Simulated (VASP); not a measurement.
# H in VASP: further runs

H is run at these levels: PBE+D3(BJ); tasks: single point.

Everything below comes from runs of VASP 6.6.1. Logs are shortened: lines on timing, memory, paths and dates and some standing lists are left out, and cuts for length are marked.

## (1) The cell of the first run

The cell holds an amorphous packing of atoms, 16 atoms: a = 6.657 Å, b = 6.635 Å, c = 7.016 Å, α = 88.11°, β = 90.10°, γ = 91.23°.

## (2) Single point, PBE+D3(BJ)

File INCAR:

```
ALGO = Normal ; EDIFF = 1E-6
ENCUT = 400 ; GGA = PE
GGA_COMPAT = False ; ISIF = 2
ISMEAR = -1 ; IVDW = 12
LASPH = True ; LCHARG = False
LREAL = False ; LWAVE = False
NBANDS = 22 ; NELM = 120
PREC = Accurate ; SIGMA = 0.02
```

File KPOINTS:

```
k-points
0
Gamma
  1 1 1
```

File POSCAR:

```
H
1.0
    6.6569260000     -0.0710410000     -0.0054930000
   -0.0710410000      6.6335980000      0.1125660000
   -0.0054930000      0.1125660000      7.0150440000
H
16
Direct
    0.1398439935      0.8191520427      0.3527646433
    0.1442364277      0.9062708501      0.2710427769
    0.2252347496      0.6896833518      0.5962617367
    0.3071539492      0.6993035340      0.6593642741
    0.8741162257     -0.1241028357     -0.1559403932
    0.8611156789     -0.0296379157     -0.2204880924
    0.2304511447      0.2451434967      0.5426866952
    0.3357304641      0.2839631569      0.5752465089
    0.3716250597      0.4131709005      1.0428633578
    0.2929823178      0.3504444343      0.9950274330
    0.4703432601     -0.0124371768      0.5322822777
    0.4571830450     -0.0540221338      0.6319835431
    0.8556700334      0.5536969995      0.0540513700
    0.8116925443      0.6567821302     -0.0147928809
    0.7896366298      0.6790531229      0.3662841146
    0.6810501010      0.6803111353      0.3950739446
```

Potentials or basis: VASP PAW PBE potentials, release 64 (H).

Run with:

```sh
$ cat potpaw_PBE.64/H/POTCAR > POTCAR
$ mpirun -np 1 vasp_gam > vasp.out
```

OUTCAR:

```text
EDIFF = 1E-6
   ENCUT = 400
   GGA = PE
   ISIF = 2
   ISMEAR = -1
   IVDW = 12
   LASPH = True
   LREAL = False
   NELM = 120
   PREC = Accurate
 IVDW          = 12

 ion  position               nearest neighbor table
   1  0.140  0.819  0.353-   2 0.80
   2  0.144  0.906  0.271-   1 0.80
   3  0.225  0.690  0.596-   4 0.70
   4  0.307  0.699  0.659-   3 0.70
   5  0.874  0.876  0.844-   6 0.77
   6  0.861  0.970  0.780-   5 0.77
[... 8 lines left out ...]
  15  0.790  0.679  0.366-  16 0.75
  16  0.681  0.680  0.395-  15 0.75

  LATTYP: Found a triclinic cell.
 ALAT       =     6.6349333345
 B/A-ratio  =     1.0574257308
 C/A-ratio  =     1.0033721494
 COS(alpha) =     0.0017790983
 COS(beta)  =     0.0213894847
 COS(gamma) =     0.0330129222

  Lattice vectors:

 A1 = (   0.0710410000,  -6.6335980000,  -0.1125660000)
 A2 = (   0.0054930000,  -0.1125660000,  -7.0150440000)
 A3 = (   6.6569260000,  -0.0710410000,  -0.0054930000)

Analysis of symmetry for initial positions (statically):
=====================================================================
 Subroutine PRICEL returns:
 Original cell was already a primitive cell.

 Routine SETGRP: Setting up the symmetry group for a
 triclinic supercell.

 Subroutine GETGRP returns: Found  1 space group operations
 (whereof  1 operations were pure point group operations)
 out of a pool of  2 trial point group operations.

The static configuration has the point symmetry C_1 .

Analysis of symmetry for dynamics (positions and initial velocities):
=====================================================================
 Subroutine PRICEL returns:
 Original cell was already a primitive cell.

 Routine SETGRP: Setting up the symmetry group for a
 triclinic supercell.

 Subroutine GETGRP returns: Found  1 space group operations
 (whereof  1 operations were pure point group operations)
 out of a pool of  2 trial point group operations.

The dynamic configuration has the point symmetry C_1 .

 Subroutine INISYM returns: Found  1 space group operations
[... 98 lines left out ...]
   LASPH  =      T    aspherical Exc in radial PAW
   ENCUT  =  400.0 eV  29.40 Ry    5.42 a.u.  10.86 10.82 11.44*2*pi/ulx,y,z
   NELM   =    120;   NELMIN=  2; NELMDL= -5     # of ELM steps
   EDIFF  = 0.1E-05   stopping-criterion for ELM
   LREAL  =      F    real-space projection
   EDIFFG = 0.1E-04   stopping-criterion for IOM
   NSW    =      0    number of steps for IOM
   IBRION =     -1    ionic relax: 0-MD 1-quasi-New 2-CG
   NFREE  =      0    steps in history (QN), initial steepest desc. (CG)
   ISIF   =      2    stress and relaxation
   ISYM   =      2    0-nonsym 1-usesym 2-fastsym
   POTIM  = 0.5000    time-step for ionic-motion
   TEBEG  =    0.0;   TEEND  =   0.0 temperature during run
   PSTRESS=    0.0 pullay stress
   NELECT =      16.0000    total number of electrons
   NUPDOWN=      -1.0000    fix difference up-down
   EMIN   =  10.00;   EMAX   =-10.00  energy-range for DOS
   EFERMI =   0.00;   METHOD = LEGACY
   ISMEAR =    -1;   SIGMA  =   0.02  broadening in eV -4-tet -1-fermi 0-gaus
   EFERMI_NEDOS =   21; number of points for ismear=-14 and -15
   IALGO  =     38    algorithm
   IMIX   =      4    mixing-type and parameters
     AMIX     =   0.40;   BMIX     =  1.00
     AMIX_MAG =   1.60;   BMIX_MAG =  1.00
  volume/ion in A,a.u.               =      19.35       130.61
  Fermi-wavevector in a.u.,A,eV,Ry     =   0.609752  1.152264  5.058609  0.371797
  Thomas-Fermi vector in A             =   1.665062
   LORBIT       =      0    0 simple, 1 ext, 2 COOP (PROOUT), +10 PAW based schemes
   GGA     = PE    functional components
   LHFCALC =     F    Hartree Fock is set to
   AEXX    =    0.0000 exact exchange contribution
   IVDW    =    12    specifies the selected vdW correction
   LEPSILON=     F    determine dielectric tensor
   LRPA    =     F    only Hartree local field effects (RPA)
 non-spin polarized calculation
  energy-cutoff  :      400.00
  volume of cell :      309.66
 maximum number of plane-waves:      2816
 NGX is ok and might be reduce to    42
   NGX = 21   NGY = 21   NGZ = 23

 number of electron      16.0000002 magnetization

 Free energy of the ion-electron system (eV)
  ---------------------------------------------------
  ext. energy  EPLUGINS =         0.00000000
  ---------------------------------------------------
  free energy    TOTEN  =       -53.52061966 eV

  energy without entropy =      -53.52061966  energy(sigma->0) =      -53.52061966

 E-fermi :  -7.9227     XC(G=0):  -4.0721

 val. band max:       -8.4050804776   @ k =   0.0000   0.0000   0.0000
 cond. band min:       0.0802233479   @ k =   0.0000   0.0000   0.0000
 fundamental gap:      8.4853038255
 Fermi energy:        -7.9226954146

 k-point     1 :       0.0000    0.0000    0.0000
  band No.  band energies     occupation
      1     -10.8187      2.00000
      2     -10.0029      2.00000
      3      -9.5321      2.00000
      4      -9.4915      2.00000
      5      -9.3136      2.00000
      6      -9.0127      2.00000
[... 12 lines left out ...]
     19       3.1049      0.00000
     20       3.7498      0.00000
 [bands above 20 left out]

------------------------ aborting loop because EDIFF is reached ----------------------------------------

 Edisp (eV)   -0.19915

 E8    (eV) :    -0.0350

  FORCE on cell =-STRESS in cart. coord.  units (eV):
  Direction    XX          YY          ZZ          XY          YZ          ZX
  --------------------------------------------------------------------------------------
  -------------------------------------------------------------------------------------
  Total      -0.68234    -2.03078    -1.41100     0.64450     1.46395    -0.09811
  in kB      -3.53044   -10.50721    -7.30051     3.33463     7.57444    -0.50764
  external pressure =       -7.11 kB  Pullay stress =        0.00 kB

 VOLUME and BASIS-vectors are now :
 -----------------------------------------------------------------------------
  energy-cutoff  :      400.00
  volume of cell :      309.66
      direct lattice vectors                 reciprocal lattice vectors
     6.656926000 -0.071041000 -0.005493000     0.150236715  0.001607367  0.000091848
    -0.071041000  6.633598000  0.112566000     0.001607367  0.150806010 -0.002418631
    -0.005493000  0.112566000  7.015044000     0.000091848 -0.002418631  0.142589663

 POSITION                                       TOTAL-FORCE (eV/Angst)
 -----------------------------------------------------------------------------------
      0.87080      5.46370      2.56610         0.037752      1.031170     -1.029078
      0.89430      6.03210      2.00260        -0.054697     -0.956880      0.934961
      1.44710      4.62620      4.25920        -1.414742     -0.349575     -0.991323
      1.99140      4.69130      4.70250         1.243165     -0.011125      1.134989
      5.75207      5.84326      6.01491        -0.012400      0.493888     -0.358925
      5.65917      6.46356      5.57281         0.052846     -0.355690      0.233729
[... 8 lines left out ...]
      5.20630      4.48970      2.64160        -0.070821      0.004387      0.043117
      4.48320      4.50900      2.84430         0.029895      0.000108      0.045431
 -----------------------------------------------------------------------------------
    total drift:                                0.000475      0.000330     -0.000465

  FREE ENERGIE OF THE ION-ELECTRON SYSTEM (eV)
  ---------------------------------------------------
  free  energy   TOTEN  =       -53.7197675147 eV

  energy  without entropy=      -53.7197675147  energy(sigma->0) =      -53.71976751
```

OSZICAR:

```text
N       E                     dE             d eps       ncg     rms          rms(c)
DAV:   1     0.337956722048E+02    0.33796E+02   -0.49032E+03    44   0.433E+02
DAV:   2    -0.472650991116E+02   -0.81061E+02   -0.76813E+02    58   0.949E+01
DAV:   3    -0.579674267441E+02   -0.10702E+02   -0.10674E+02    50   0.393E+01
DAV:   4    -0.580856553958E+02   -0.11823E+00   -0.11818E+00    64   0.537E+00
DAV:   5    -0.580864527347E+02   -0.79734E-03   -0.79733E-03    50   0.425E-01    0.121E+01
DAV:   6    -0.550785360224E+02    0.30079E+01   -0.10283E+00    56   0.374E+00    0.667E+00
DAV:   7    -0.534862441250E+02    0.15923E+01   -0.26564E+00    56   0.613E+00    0.813E-01
DAV:   8    -0.535327355594E+02   -0.46491E-01   -0.63913E-02    44   0.113E+00    0.594E-01
DAV:   9    -0.535198260289E+02    0.12910E-01   -0.19900E-02    56   0.551E-01    0.107E-01
DAV:  10    -0.535206785589E+02   -0.85253E-03   -0.62338E-04    44   0.151E-01    0.474E-02
DAV:  11    -0.535206396192E+02    0.38940E-04   -0.51586E-04    44   0.130E-01    0.217E-02
DAV:  12    -0.535206303379E+02    0.92813E-05   -0.91301E-05    56   0.514E-02    0.162E-02
DAV:  13    -0.535206190953E+02    0.11243E-04   -0.15523E-05    44   0.288E-02    0.767E-03
DAV:  14    -0.535206196554E+02   -0.56006E-06   -0.93482E-06    56   0.145E-02
   1 F= -.53719768E+02 E0= -.53719768E+02  d E =-.336718E-10
```

Wall time 28 s (1 thread of AMD EPYC 7R13, shared host); peak memory 0.26 GiB.

What came out:

```
Free energy                : -53.7198 eV
Pressure                   : -0.7 GPa
Largest force              : 2.926 eV/Å
Band gap on the k mesh     : 8.49 eV
Dispersion energy per atom : -0.012 eV
```

Forces in eV/Å, atoms in the order of the input:
```
H    0.038  1.031 -1.029
H   -0.055 -0.957  0.935
H   -1.415 -0.350 -0.991
H    1.243 -0.011  1.135
H   -0.012  0.494 -0.359
H    0.053 -0.356  0.234
H    0.725  0.393  0.250
H   -0.864 -0.177 -0.271
H    0.070  0.051  0.053
H   -0.066 -0.055 -0.054
H    0.149  0.024  0.009
H    0.178  0.061 -0.036
H   -0.957  2.135 -1.516
H    0.954 -2.289  1.553
H   -0.071  0.004  0.043
H    0.030  0.000  0.045
```

Stress tensor (GPa, compression positive):
```
-0.35  0.33 -0.05
 0.33 -1.05  0.76
-0.05  0.76 -0.73
```

Caveat: the k points lie up to 0.95 Å⁻¹ apart.

## (3) Single point, PBE+D3(BJ)

This run uses another cell than the first one, of 19.00 Å³/atom, 0.982 times its volume.

File INCAR:

```
SYSTEM = H
ALGO = Normal
EDIFF = 1E-6
ENCUT = 400
GGA = PE
GGA_COMPAT = .False.
ISIF = 2
ISMEAR = -1
IVDW = 12
LASPH = .True.
LCHARG = .False.
LREAL = .False.
LWAVE = .False.
NBANDS = 22
NELM = 120
PREC = Accurate
SIGMA = 0.02
```

File KPOINTS:

```
k-points
0
Gamma
  1 1 1
  0 0 0
```

File POSCAR:

```
H
1.0
    6.4311870000      0.0409100000      0.1245260000
    0.0409100000      6.6449160000     -0.1483350000
    0.1245260000     -0.1483350000      7.1182720000
H
16
Direct
    0.1831692844      0.8149916308      0.1924318775
    0.1975944015      0.9279390543      0.2053504276
    0.3433143313      0.6534334938      0.4958753328
    0.3772730975      0.6222226830      0.5888812751
    0.9459316121     -0.0209678826     -0.1775154631
    0.8670549975      0.0345292211     -0.2385479227
    0.2545582246      0.2283241006      0.6283644876
    0.2112552171      0.3153513655      0.5900548444
    0.4541112125      0.3883628927      0.8475173689
    0.5176005363      0.4292683285      0.9271380460
    0.5695143297     -0.0135754487      0.6673483318
    0.6221038124      0.0132470661      0.5789322049
    0.9209252430      0.6105590838     -0.0122096845
    0.8500317504      0.5664621873      0.0611349376
    0.8058441428      0.6972588679      0.3970316597
    0.7038847088      0.6851742443      0.3513750773
```

Potentials or basis: VASP PAW PBE potentials, release 64 (H).

Run with:

```sh
$ cat potpaw_PBE.64/H/POTCAR > POTCAR
$ mpirun -np 1 vasp_gam > vasp.out
```

OUTCAR:

```text
SYSTEM = H
   EDIFF = 1E-6
   ENCUT = 400
   GGA = PE
   ISIF = 2
   ISMEAR = -1
   IVDW = 12
   LASPH = .True.
   LREAL = .False.
   NELM = 120
   PREC = Accurate
 IVDW          = 12

 ion  position               nearest neighbor table
   1  0.183  0.815  0.192-   2 0.76
   2  0.198  0.928  0.205-   1 0.76
   3  0.343  0.653  0.496-   4 0.74
   4  0.377  0.622  0.589-   3 0.74
   5  0.946  0.979  0.822-   6 0.78
   6  0.867  0.035  0.761-   5 0.78
[... 8 lines left out ...]
  15  0.806  0.697  0.397-  16 0.75
  16  0.704  0.685  0.351-  15 0.75

  LATTYP: Found a triclinic cell.
 ALAT       =     6.4325225675
 B/A-ratio  =     1.4292430977
 C/A-ratio  =     1.8168588333
 COS(alpha) =     0.0085291347
 COS(beta)  =     0.5796337608
 COS(gamma) =     0.6909377468

  Lattice vectors:

[... 181 lines left out ...]

 E-fermi :  -8.1051     XC(G=0):  -4.0984

 val. band max:       -8.6331512727   @ k =   0.0000   0.0000   0.0000
 cond. band min:       0.2426788403   @ k =   0.0000   0.0000   0.0000
 fundamental gap:      8.8758301130
 Fermi energy:        -8.1051312046

 k-point     1 :       0.0000    0.0000    0.0000
  band No.  band energies     occupation
      1     -10.6543      2.00000
      2      -9.8890      2.00000
      3      -9.8325      2.00000
      4      -9.5136      2.00000
      5      -9.4119      2.00000
      6      -9.1316      2.00000
[... 12 lines left out ...]
     19       3.0731      0.00000
     20       3.4444      0.00000
 [bands above 20 left out]

------------------------ aborting loop because EDIFF is reached ----------------------------------------

 Edisp (eV)   -0.18457

 E8    (eV) :    -0.0326

  FORCE on cell =-STRESS in cart. coord.  units (eV):
  Direction    XX          YY          ZZ          XY          YZ          ZX
  --------------------------------------------------------------------------------------
  -------------------------------------------------------------------------------------
  Total      -0.15021    -0.23352    -0.22118    -0.03479    -0.23479    -0.00741
  in kB      -0.79182    -1.23098    -1.16593    -0.18340    -1.23768    -0.03906
  external pressure =       -1.06 kB  Pullay stress =        0.00 kB

 VOLUME and BASIS-vectors are now :
 -----------------------------------------------------------------------------
  energy-cutoff  :      400.00
  volume of cell :      303.94
      direct lattice vectors                 reciprocal lattice vectors
     6.431187000  0.040910000  0.124526000     0.155551874 -0.001018888 -0.002742434
     0.040910000  6.644916000 -0.148335000    -0.001018888  0.150567704  0.003155448
     0.124526000 -0.148335000  7.118272000    -0.002742434  0.003155448  0.140597264

 POSITION                                       TOTAL-FORCE (eV/Angst)
 -----------------------------------------------------------------------------------
      1.23530      5.39450      1.27170         0.034992      0.282369      0.018839
      1.33430      6.14370      1.34870        -0.022635     -0.262733     -0.016927
      2.29640      4.28250      3.47560        -0.094643      0.109167     -0.205625
      2.52510      4.06270      4.14650         0.071349     -0.043201      0.217735
      6.22594      6.42228      5.82724        -0.507442      0.449740     -0.465843
      5.67243      0.15196      5.52307         0.724687     -0.455690      0.613406
[... 8 lines left out ...]
      5.26050      4.60730      2.82310         0.088292      0.011910      0.047615
      4.59860      4.52960      2.48720        -0.063375     -0.007665     -0.012609
 -----------------------------------------------------------------------------------
    total drift:                               -0.000070      0.000079     -0.000135

  FREE ENERGIE OF THE ION-ELECTRON SYSTEM (eV)
  ---------------------------------------------------
  free  energy   TOTEN  =       -54.0790235698 eV

  energy  without entropy=      -54.0790235698  energy(sigma->0) =      -54.07902357
```

OSZICAR:

```text
N       E                     dE             d eps       ncg     rms          rms(c)
DAV:   1     0.329463657538E+02    0.32946E+02   -0.47416E+03    44   0.421E+02
DAV:   2    -0.496075151831E+02   -0.82554E+02   -0.79151E+02    64   0.102E+02
DAV:   3    -0.587286500620E+02   -0.91211E+01   -0.90935E+01    44   0.377E+01
DAV:   4    -0.588175938763E+02   -0.88944E-01   -0.88921E-01    64   0.467E+00
DAV:   5    -0.588182038417E+02   -0.60997E-03   -0.60996E-03    44   0.387E-01    0.126E+01
DAV:   6    -0.555566572127E+02    0.32615E+01   -0.11325E+00    50   0.388E+00    0.694E+00
DAV:   7    -0.538575685165E+02    0.16991E+01   -0.28270E+00    56   0.629E+00    0.826E-01
DAV:   8    -0.539062228161E+02   -0.48654E-01   -0.68891E-02    50   0.106E+00    0.608E-01
DAV:   9    -0.538936590715E+02    0.12564E-01   -0.17415E-02    56   0.494E-01    0.116E-01
DAV:  10    -0.538945329870E+02   -0.87392E-03   -0.81416E-04    44   0.154E-01    0.305E-02
DAV:  11    -0.538945086991E+02    0.24288E-04   -0.31125E-04    44   0.904E-02    0.254E-02
DAV:  12    -0.538944629877E+02    0.45711E-04   -0.28335E-05    56   0.366E-02    0.141E-02
DAV:  13    -0.538944596525E+02    0.33352E-05   -0.20691E-05    44   0.240E-02    0.413E-03
DAV:  14    -0.538944583259E+02    0.13266E-05   -0.18200E-06    56   0.773E-03    0.154E-03
DAV:  15    -0.538944580366E+02    0.28927E-06   -0.34822E-07    48   0.313E-03
   1 F= -.54079024E+02 E0= -.54079024E+02  d E =-.374984E-11
```

stdout:

```text
POSCAR found type information on POSCAR H
 POSCAR found :  1 types and      16 ions
 scaLAPACK will be used
 LDA part: xc-table for (Slater+PW92), standard interpolation
 POSCAR, INCAR and KPOINTS ok, starting setup
 FFT: planning ... GRIDC
 FFT: planning ... GRID_SOFT
 FFT: planning ... GRID
 WAVECAR not read
 entering main loop
```

Run time: 31 s. Hardware: 1 thread of AMD EPYC 7R13, shared host; peak memory 0.23 GiB.

What came out:

```
Free energy                : -54.0790 eV
Pressure                   : -0.1 GPa
Largest force              : 1.631 eV/Å
Band gap on the k mesh     : 8.88 eV
Dispersion energy per atom : -0.012 eV
```

Forces in eV/Å, atoms in the order of the input:
```
H    0.035  0.282  0.019
H   -0.023 -0.263 -0.017
H   -0.095  0.109 -0.206
H    0.071 -0.043  0.218
H   -0.507  0.450 -0.466
H    0.725 -0.456  0.613
H    0.594 -1.377  0.640
H   -0.664  1.288 -0.672
H    0.073  0.038  0.117
H   -0.052 -0.040 -0.085
H   -0.341 -0.125  0.407
H    0.117  0.154 -0.531
H   -0.044 -0.051  0.011
H    0.086  0.030 -0.084
H    0.088  0.012  0.048
H   -0.063 -0.008 -0.013
```

Stress tensor (GPa, compression positive):
```
-0.08 -0.02  0.00
-0.02 -0.12 -0.12
 0.00 -0.12 -0.12
```

Levels at points of the mesh, in eV from the valence-band top:
```csv
k point,band 4,band 5,band 6,band 7,band 8,band 9,band 10,band 11,band 12,band 13
"(0.00, 0.00, 0.00)",-0.88,-0.78,-0.50,-0.30,0.00,8.88,9.29,9.74,10.01,10.18
```

Caveat: the k points lie up to 0.98 Å⁻¹ apart.

(Part 1 of 2 ends here.)
